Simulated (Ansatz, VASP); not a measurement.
# Two plane-wave programs on PbS

Contents of POSCAR:

```
PbS
1.0
    2.1005109573      1.2207345883      3.4301898177
   -2.1005109573      1.2207345883      3.4301898177
    0.0000000000     -2.4414691768      3.4301898176
Pb S
1 1
Direct
    0.9781436759      0.9781436759      0.9781436759
    0.4774576541      0.4774576541      0.4774576541
```

File INCAR.step1:

```
SYSTEM = PbS
  ALGO = Normal
  EDIFF = 1E-4
  ENCUT = 520
  GGA = PE
  ISMEAR = 0
  LASPH = .TRUE.
  LCHARG = .FALSE.
  LREAL = .FALSE.
  LWAVE = .TRUE.
  NBANDS = 17
  NELM = 100
  PREC = Accurate
  SIGMA = 0.01
```

INCAR.step2

```
SYSTEM = PbS
  ALGO = Normal
  EDIFF = 1E-7
  ENCUT = 520
  ISIF = 2
  ISMEAR = 0
  ISTART = 1
  LASPH = .TRUE.
  LCHARG = .FALSE.
  LMIXTAU = .TRUE.
  LREAL = .FALSE.
  LWAVE = .FALSE.
  METAGGA = R2SCAN
  NBANDS = 17
  NELM = 100
  PREC = Accurate
  SIGMA = 0.01
```

The input KPOINTS:

```
k-points
0
G
  8 8 8
  0 0 0
```

Input for Ansatz:

```yaml
crystal:
  lattice:
    - [2.1005109573, 1.2207345883, 3.4301898177]
    - [-2.1005109573, 1.2207345883, 3.4301898177]
    - [0.0, -2.4414691768, 3.4301898176]
  atoms:
    - { symbol: Pb, position: [0.9781436759, 0.9781436759, 0.9781436759] }
    - { symbol: S, position: [0.4774576541, 0.4774576541, 0.4774576541] }
kpoints:
  mp_grid: { grid: [8, 8, 8] }
  band_path:
    path:
      - [0.0, 0.0, 0.0]
      - [-0.5, -0.5, -0.5]
      - [-0.5, -0.2499966092, -0.7500033908]
      - [-0.2499966092, 0.2499966092, -0.5]
      - [0.0, 0.0, -0.5]
      - [0.0, 0.3749983046, -0.3749983046]
      - [-0.3749983046, 0.0, -0.6250016954]
      - [-0.5, 0.0, -0.5]
    npoints: 1
hamiltonian:
  xc: r2scan
scf:
  occupations: { method: fixed }
  n_extra_bands: 4
output:
  forces: true
  stress: true
  eigenvalues: true
```

Change from the starting cell: uniaxial_y strain +0.7%.

Alike in both runs: task single point; functional r2SCAN; k mesh 8 × 8 × 8; no spin polarisation.

|  | VASP | Ansatz |
| --- | --- | --- |
| version | VASP 6.6.1 | Ansatz 0.2.0 |
| potentials or method | VASP PAW PBE potentials, release 64 (Pb_d, S) | plane waves, PAW |
| plane-wave cutoff (eV) | 520 | 500 |
| occupations | gaussian, width 0.01 eV | fixed |
| valence electrons in the cell | 20 | 20 |

|  | VASP | Ansatz | Ansatz less VASP |
| --- | --- | --- | --- |
| gap on the k mesh at the Fermi level (eV) | 0.62 | 0.61 | -0.010 |
| pressure (GPa) | 0.6 | 0.6 | +0.02 |
| traceless stress, the component that is largest in VASP (GPa) | -0.27 | -0.27 | +0.001 |

VASP's potentials were made for PBE, not for r2SCAN.

Neither program's run includes spin-orbit coupling.
